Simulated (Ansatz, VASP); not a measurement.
## One calculation of SnO, two programs

INCAR

```
PREC = Accurate ; ENCUT = 600
EDIFF = 1E-7 ; ISMEAR = 0
SIGMA = 0.02 ; LREAL = False
LASPH = True ; NELM = 80
ALGO = Normal ; ISIF = 3
LWAVE = False ; LCHARG = False
GGA = PS ; IBRION = 2
NSW = 80 ; EDIFFG = -0.01
```

Contents of KPOINTS:

```
Automatic mesh
0
Gamma
  10 10 10
```

POSCAR

```
SnO
1.0
    0.0000000000      2.5493213344      2.5493213344
    2.5493213344      0.0000000000      2.5493213344
    2.5493213344      2.5493213344      0.0000000000
Sn O
1 1
Direct
    0.0000000000      0.0000000000      0.0000000000
    0.5000000000      0.5000000000      0.5000000000
```

Input for Ansatz:

```yaml
crystal:
  lattice:
    - [0.0, 2.5493213344, 2.5493213344]
    - [2.5493213344, 0.0, 2.5493213344]
    - [2.5493213344, 2.5493213344, 0.0]
  atoms:
    - { symbol: Sn, position: [0.0, 0.0, 0.0] }
    - { symbol: O, position: [0.5, 0.5, 0.5] }
basis:
  ecutwfc: 420
kpoints:
  mp_grid: { grid: [10, 10, 10] }
hamiltonian:
  xc: pbesol
scf:
  occupations: { method: gaussian, width: 0.02 }
output:
  forces: true
  stress: true
  eigenvalues: true
  write_density: true
  write_potential: true
  elf: true
  volumetric_format: npy
relax:
  adjacent_minimum: "off"
  f_tol: 0.01
  max_steps: 60
  cell: { stress_tol: 0.1 }
```

Alike in both runs: task relaxation of cell and atoms; functional PBEsol; k mesh 10 × 10 × 10; occupations gaussian, width 0.02 eV; no spin polarisation.

```csv
,VASP,Ansatz
version,VASP 6.6.1,Ansatz 0.2.0
potentials or method,"VASP PAW PBE potentials, release 64 (Sn_d, O), cutoff 600 eV","scalar-relativistic, plane waves, PAW"
valence electrons in the cell,20,20
```

```tsv
	VASP	Ansatz	Ansatz less VASP
gap on the k mesh at the Fermi level, each at its own relaxed structure (eV)	0.56	0.56	+0.002
relaxed volume (Å³/atom)	16.00	16.00	+0.001
relaxed cell length with the largest relative difference (Å)	3.563	3.563	+0.0001
```

VASP's potentials were made for PBE, not for PBEsol.
